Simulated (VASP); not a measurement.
# CuI (Cmcm) in VASP: further runs

The runs below take CuI through electric field gradients, with LDA.

Program: VASP 6.6.1. These are calculated values, not measurements. Logs are shortened: lines on timing, memory, paths and dates and some standing lists are left out, and cuts for length are marked.

### 1 The cell of the first run

Symmetry: Cmcm, No. 63, orthorhombic system. Conventional cell: a = 7.466 Å, b = 7.422 Å, c = 4.350 Å, α = 90.00°, β = 90.00°, γ = 90.00°. Within 3.3 Å of Cu (site symmetry m2m) lie 2 Cu at 2.47 Å and 3 I at 2.59 Å. I (site symmetry m2m) has 3 Cu at 2.59 Å within 3.4 Å.

### 2 Electric field gradients, LDA (zz strain of +1 %)

INCAR

```
SYSTEM = CuI
PREC     = Accurate       ! precision mode
ENCUT    = 520            ! plane-wave cutoff, eV
EDIFF    = 1E-8           ! SCF threshold, eV
ISMEAR   = -1             ! smearing method
SIGMA    = 0.02           ! smearing width, eV
LREAL    = .FALSE.        ! projectors in reciprocal space
LASPH    = .TRUE.         ! aspherical terms in the spheres
NELM     = 60             ! most SCF steps
ALGO     = Normal         ! electronic algorithm
ISIF     = 2              ! what is computed and relaxed
LWAVE    = .FALSE.        ! write WAVECAR
LCHARG   = .FALSE.        ! write CHGCAR
LEFG     = .TRUE.       
NBANDS   = 26             ! bands
```

KPOINTS

```
regular mesh
0
G
  5 5 6
  0 0 0
```

POSCAR

```
CuI
1.0
    3.7331675900     -3.7110863700      0.0000000000
    3.7331675900      3.7110863700      0.0000000000
    0.0000000000      0.0000000000      4.3500676467
Cu I
2 2
Direct
    0.4204388300      0.5795611700      0.7500000000
    0.5795611700      0.4204388300      0.2500000000
    0.7700426800      0.2299573200      0.7500000000
    0.2299573200      0.7700426800      0.2500000000
```

Potentials or basis: VASP PAW LDA potentials, release 64 (Cu, I).

Launch:

```bash
cat potpaw_LDA.64/Cu/POTCAR potpaw_LDA.64/I/POTCAR > POTCAR
mpirun -np 1 vasp_std > vasp.out
```

OUTCAR:

```text
SYSTEM = CuI
   PREC = Accurate
   ENCUT = 520
   EDIFF = 1E-8
   ISMEAR = -1
   LREAL = .FALSE.
   LASPH = .TRUE.
   NELM = 60
   ISIF = 2

 ion  position               nearest neighbor table
   1  0.420  0.580  0.750-   2 2.47   2 2.47   4 2.59   4 2.59   3 2.59
   2  0.580  0.420  0.250-   1 2.47   1 2.47   3 2.59   3 2.59   4 2.59
   3  0.770  0.230  0.750-   2 2.59   2 2.59   1 2.59
   4  0.230  0.770  0.250-   1 2.59   1 2.59   2 2.59

  LATTYP: Found a base centered orthorhombic cell.
 ALAT       =     7.4221727400
 B/A-ratio  =     1.0059500690
 C/A-ratio  =     0.5860908657

  Lattice vectors:

 A1 = (  -3.7331675900,  -3.7110863700,   0.0000000000)
 A2 = (   3.7331675900,  -3.7110863700,   0.0000000000)
 A3 = (   0.0000000000,   0.0000000000,   4.3500676467)

Analysis of symmetry for initial positions (statically):
=====================================================================
 Subroutine PRICEL returns:
 Original cell was already a primitive cell.

 Routine SETGRP: Setting up the symmetry group for a
 base centered orthorhombic supercell.

 Subroutine GETGRP returns: Found  8 space group operations
 (whereof  4 operations were pure point group operations)
 out of a pool of  8 trial point group operations.

The static configuration has the point symmetry C_2h.
 The point group associated with its full space group is D_2h.

Analysis of symmetry for dynamics (positions and initial velocities):
=====================================================================
 Subroutine PRICEL returns:
 Original cell was already a primitive cell.

 Routine SETGRP: Setting up the symmetry group for a
 base centered orthorhombic supercell.

 Subroutine GETGRP returns: Found  8 space group operations
 (whereof  4 operations were pure point group operations)
 out of a pool of  8 trial point group operations.

The dynamic configuration has the point symmetry C_2h.
 The point group associated with its full space group is D_2h.

 Subroutine INISYM returns: Found  8 space group operations
 (whereof  4 operations are pure point group operations),
 and found     1 'primitive' translations

----------------------------------------------------------------------------------------
[... 140 lines left out ...]
  free energy    TOTEN  =       -13.47322957 eV

  energy without entropy =      -13.47322957  energy(sigma->0) =      -13.47322957

 E-fermi :   3.9162     XC(G=0):  -8.9373

 val. band max:        3.4613036629   @ k =   0.0000   0.0000   0.0000
 cond. band min:       4.3658152297   @ k =   0.0000   0.0000   0.0000
 fundamental gap:      0.9045115668
 Fermi energy:         3.9161772148

 k-point     1 :       0.0000    0.0000    0.0000
  band No.  band energies     occupation
      1     -10.2879      2.00000
      2      -9.5589      2.00000
      3      -1.9777      2.00000
      4      -0.6705      2.00000
      5      -0.4712      2.00000
      6      -0.3599      2.00000
[... 685 lines left out ...]
     25      10.9695      0.00000
     26      11.4581      0.00000

 [... further k-points ...]

------------------------ aborting loop because EDIFF is reached ----------------------------------------

  FORCE on cell =-STRESS in cart. coord.  units (eV):
  Direction    XX          YY          ZZ          XY          YZ          ZX
  --------------------------------------------------------------------------------------
  -------------------------------------------------------------------------------------
  Total       -0.9481964     -2.9491107     -3.8852002      0.0000000      0.0000000      0.0000000
  in kB      -12.6038819    -39.2009959    -51.6439473      0.0000000      0.0000000      0.0000000
  external PRESSURE =     -34.4829417 kB  Pullay stress =       0.0000000 kB

 VOLUME and BASIS-vectors are now :
 -----------------------------------------------------------------------------
  energy-cutoff  :      520.00
  volume of cell :      120.53
      direct lattice vectors                 reciprocal lattice vectors
     3.733167590 -3.711086370  0.000000000     0.133934518 -0.134731437  0.000000000
     3.733167590  3.711086370  0.000000000     0.133934518  0.134731437  0.000000000
     0.000000000  0.000000000  4.350067647     0.000000000  0.000000000  0.229881483

 POSITION                                       TOTAL-FORCE (eV/Angst)
 -----------------------------------------------------------------------------------
      3.73317      0.59052      3.26255         0.000000     -0.045698      0.000000
      3.73317     -0.59052      1.08752         0.000000      0.045698     -0.000000
      3.73317     -2.00430      3.26255         0.000000      0.447707     -0.000000
      3.73317      2.00430      1.08752         0.000000     -0.447707     -0.000000
 -----------------------------------------------------------------------------------
    total drift:                               -0.000000     -0.000000      0.000000

  FREE ENERGIE OF THE ION-ELECTRON SYSTEM (eV)
  ---------------------------------------------------
  free  energy   TOTEN  =       -13.4732295654 eV

  energy  without entropy=      -13.4732295654  energy(sigma->0) =      -13.47322957

 Electric field gradients (V/A^2)
---------------------------------------------------------------------
 ion       V_xx      V_yy      V_zz      V_xy      V_xz      V_yz
---------------------------------------------------------------------
   1      54.891   -15.823   -39.068     0.000    -0.000     0.000
   2      54.891   -15.823   -39.068     0.000     0.000     0.000
   3    -414.629   300.696   113.933     0.000     0.000    -0.000
   4    -414.629   300.696   113.933     0.000    -0.000     0.000
---------------------------------------------------------------------

 Electric field gradients after diagonalization (V/A^2)
 (convention: |V_zz| > |V_xx| > |V_yy|)
----------------------------------------------------------------------
 ion       V_xx      V_yy      V_zz     asymmetry (V_yy - V_xx)/ V_zz
----------------------------------------------------------------------
   1     -39.068   -15.823    54.891       0.423
   2     -39.068   -15.823    54.891       0.423
   3     300.696   113.933  -414.629       0.450
   4     300.696   113.933  -414.629       0.450
----------------------------------------------------------------------

           NMR quadrupolar parameters

 Cq : quadrupolar parameter    Cq=e*Q*V_zz/h
 eta: asymmetry parameters     (V_yy - V_xx)/ V_zz
 Q  : nuclear electric quadrupole moment in mb (millibarn)
----------------------------------------------------------------------
 ion       Cq(MHz)       eta       Q (mb)
----------------------------------------------------------------------
   1       0.133       0.423       1.000
   2       0.133       0.423       1.000
   3      -1.003       0.450       1.000
   4      -1.003       0.450       1.000
----------------------------------------------------------------------
```

OSZICAR:

```text
N       E                     dE             d eps       ncg     rms          rms(c)
DAV:   1     0.269819985857E+03    0.26982E+03   -0.14792E+04  1872   0.147E+03
DAV:   2     0.135085651473E+02   -0.25631E+03   -0.24370E+03  1874   0.305E+02
DAV:   3    -0.127544901370E+02   -0.26263E+02   -0.25589E+02  2476   0.121E+02
DAV:   4    -0.142078512957E+02   -0.14534E+01   -0.14473E+01  2584   0.255E+01
[... 12 lines left out ...]
DAV:  17    -0.134732297248E+02    0.15061E-06   -0.16550E-07  2882   0.663E-03    0.202E-02
DAV:  18    -0.134732296292E+02    0.95597E-07   -0.59336E-08  2136   0.227E-03    0.117E-02
DAV:  19    -0.134732295824E+02    0.46880E-07   -0.43893E-08  2308   0.200E-03    0.556E-03
DAV:  20    -0.134732295671E+02    0.15275E-07   -0.39758E-08  2174   0.165E-03    0.902E-04
DAV:  21    -0.134732295654E+02    0.16953E-08   -0.78422E-09  1178   0.222E-03
   1 F= -.13473230E+02 E0= -.13473230E+02  d E =-.196281E-11
```

stdout:

```text
POSCAR found type information on POSCAR CuI
 POSCAR found :  2 types and       4 ions
 scaLAPACK will be used
 LDA part: xc-table for (Slater(with rela. corr.)+CA(PZ))
 , standard interpolation
 POSCAR, INCAR and KPOINTS ok, starting setup
 FFT: planning ... GRIDC
 FFT: planning ... GRID_SOFT
 FFT: planning ... GRID
 WAVECAR not read
 entering main loop
ion   1

ion   2

ion   3

ion   4
```

Run time: 3.7 min. Hardware: 1 thread of AMD EPYC 7R13, shared host; peak memory 0.21 GiB.

Results:

| Quantity | Value |
| --- | --- |
| Free energy | -13.4732 eV |
| Pressure | -3.4 GPa |
| Largest force | 0.448 eV/Å |
| Band gap on the k mesh | 0.90 eV, direct |

Forces in eV/Å, atoms in the order of the input:
```
Cu   0.000 -0.046  0.000
Cu   0.000  0.046  0.000
I    0.000  0.448  0.000
I    0.000 -0.448  0.000
```

Levels at points of the mesh, in eV from the valence-band top:
```
           k point  band 15  band 16  band 17  band 18  band 19  band 20  band 21  band 22
(0.00, 0.00, 0.00)    -1.76    -1.46    -0.87     0.00     0.90     1.73     2.31     4.65
(0.00, 0.00, 0.50)    -1.81    -1.81    -1.53    -1.53     3.62     3.62     3.77     3.77
```

Electric field gradients, principal values (V/Å²):
| atom | least | middle | greatest (by size) |
| --- | --- | --- | --- |
| 1 Cu | -15.823 | -39.068 | 54.891 |
| 2 Cu | -15.823 | -39.068 | 54.891 |
| 3 I | 113.933 | 300.696 | -414.629 |
| 4 I | 113.933 | 300.696 | -414.629 |

Caveat: the cell differs from its parent crystal (zz strain of +1 %); without QUAD_EFG the Cq values of the log hold for a quadrupole moment of 1 mb, not for the nuclei; spin-orbit coupling is left out, which moves the levels of the heavy elements.

### 3 Electric field gradients, LDA (zz strain of +1 %)

INCAR

```
SYSTEM = CuI
PREC = Accurate ; ENCUT = 520
EDIFF = 1E-8 ; ISMEAR = -1
SIGMA = 0.02 ; LREAL = .False.
LASPH = .True. ; NELM = 100
ALGO = Normal ; ISIF = 2
LWAVE = .False. ; LCHARG = .False.
GGA = CA ; LEFG = .True.
NBANDS = 26
```

KPOINTS

```
regular mesh
0
Gamma
  5 5 6
  0 0 0
```

POSCAR is that of step 2.

Potentials or basis: VASP PAW LDA potentials, release 64 (Cu, I).

Launch:

```bash
cat potpaw_LDA.64/Cu/POTCAR potpaw_LDA.64/I/POTCAR > POTCAR
mpirun -np 1 vasp_std > vasp.out
```

OUTCAR:

```text
SYSTEM = CuI
   PREC = Accurate
   ENCUT = 520
   EDIFF = 1E-8
   ISMEAR = -1
   LREAL = .False.
   LASPH = .True.
   NELM = 100
   ISIF = 2
   GGA = CA

 ion  position               nearest neighbor table
   1  0.420  0.580  0.750-   2 2.47   2 2.47   4 2.59   4 2.59   3 2.59
   2  0.580  0.420  0.250-   1 2.47   1 2.47   3 2.59   3 2.59   4 2.59
   3  0.770  0.230  0.750-   2 2.59   2 2.59   1 2.59
   4  0.230  0.770  0.250-   1 2.59   1 2.59   2 2.59

  LATTYP: Found a base centered orthorhombic cell.
 ALAT       =     7.4221727400
 B/A-ratio  =     1.0059500690
 C/A-ratio  =     0.5860908657

[... 926 lines left out ...]
 ion       V_xx      V_yy      V_zz      V_xy      V_xz      V_yz
---------------------------------------------------------------------
   1      54.891   -15.823   -39.068     0.000    -0.000     0.000
   2      54.891   -15.823   -39.068     0.000     0.000     0.000
   3    -414.629   300.696   113.933     0.000     0.000    -0.000
   4    -414.629   300.696   113.933     0.000    -0.000     0.000
---------------------------------------------------------------------

 Electric field gradients after diagonalization (V/A^2)
 (convention: |V_zz| > |V_xx| > |V_yy|)
----------------------------------------------------------------------
 ion       V_xx      V_yy      V_zz     asymmetry (V_yy - V_xx)/ V_zz
----------------------------------------------------------------------
   1     -39.068   -15.823    54.891       0.423
   2     -39.068   -15.823    54.891       0.423
   3     300.696   113.933  -414.629       0.450
   4     300.696   113.933  -414.629       0.450
----------------------------------------------------------------------

           NMR quadrupolar parameters

 Cq : quadrupolar parameter    Cq=e*Q*V_zz/h
 eta: asymmetry parameters     (V_yy - V_xx)/ V_zz
 Q  : nuclear electric quadrupole moment in mb (millibarn)
----------------------------------------------------------------------
 ion       Cq(MHz)       eta       Q (mb)
----------------------------------------------------------------------
   1       0.133       0.423       1.000
   2       0.133       0.423       1.000
   3      -1.003       0.450       1.000
   4      -1.003       0.450       1.000
----------------------------------------------------------------------
```

OSZICAR:

```text
N       E                     dE             d eps       ncg     rms          rms(c)
DAV:   1     0.269819985857E+03    0.26982E+03   -0.14792E+04  1872   0.147E+03
DAV:   2     0.135085651473E+02   -0.25631E+03   -0.24370E+03  1874   0.305E+02
DAV:   3    -0.127544901370E+02   -0.26263E+02   -0.25589E+02  2476   0.121E+02
DAV:   4    -0.142078512957E+02   -0.14534E+01   -0.14473E+01  2584   0.255E+01
[... 12 lines left out ...]
DAV:  17    -0.134732297248E+02    0.15061E-06   -0.16550E-07  2882   0.663E-03    0.202E-02
DAV:  18    -0.134732296292E+02    0.95597E-07   -0.59336E-08  2136   0.227E-03    0.117E-02
DAV:  19    -0.134732295824E+02    0.46880E-07   -0.43893E-08  2308   0.200E-03    0.556E-03
DAV:  20    -0.134732295671E+02    0.15275E-07   -0.39758E-08  2174   0.165E-03    0.902E-04
DAV:  21    -0.134732295654E+02    0.16953E-08   -0.78422E-09  1178   0.222E-03
   1 F= -.13473230E+02 E0= -.13473230E+02  d E =-.196281E-11
```

stdout:

```text
POSCAR found type information on POSCAR CuI
 POSCAR found :  2 types and       4 ions
 scaLAPACK will be used
 LDA part: xc-table for (Slater(with rela. corr.)+CA(PZ))
 , standard interpolation
 POSCAR, INCAR and KPOINTS ok, starting setup
 FFT: planning ... GRIDC
 FFT: planning ... GRID_SOFT
 FFT: planning ... GRID
 WAVECAR not read
 entering main loop
ion   1

ion   2

ion   3

ion   4
```

Run time: 3.6 min. Hardware: 1 thread of AMD EPYC 7R13, shared host; peak memory 0.21 GiB.

Results:

- Free energy: -13.4732 eV
- Pressure: -3.4 GPa
- Largest force: 0.448 eV/Å
- Band gap on the k mesh: 0.90 eV, direct

Forces in eV/Å, atoms in the order of the input:
```
Cu   0.000 -0.046  0.000
Cu   0.000  0.046  0.000
I    0.000  0.448  0.000
I    0.000 -0.448  0.000
```

Levels at points of the mesh, in eV from the valence-band top:
```tsv
k point	band 14	band 15	band 16	band 17	band 18	band 19	band 20	band 21	band 22	band 23
(0.00, 0.00, 0.00)	-1.79	-1.76	-1.46	-0.87	0.00	0.90	1.73	2.31	4.65	5.05
(0.00, 0.00, 0.50)	-1.93	-1.81	-1.81	-1.53	-1.53	3.62	3.62	3.77	3.77	5.93
```

Electric field gradients, principal values (V/Å²):
```csv
atom,least,middle,greatest (by size)
1 Cu,-15.823,-39.068,54.891
2 Cu,-15.823,-39.068,54.891
3 I,113.933,300.696,-414.629
4 I,113.933,300.696,-414.629
```

Caveat: the cell differs from its parent crystal (zz strain of +1 %); without QUAD_EFG the Cq values of the log hold for a quadrupole moment of 1 mb, not for the nuclei; spin-orbit coupling is left out, which moves the levels of the heavy elements. A k mesh can miss the band edges.

[end of part 1 of 2]
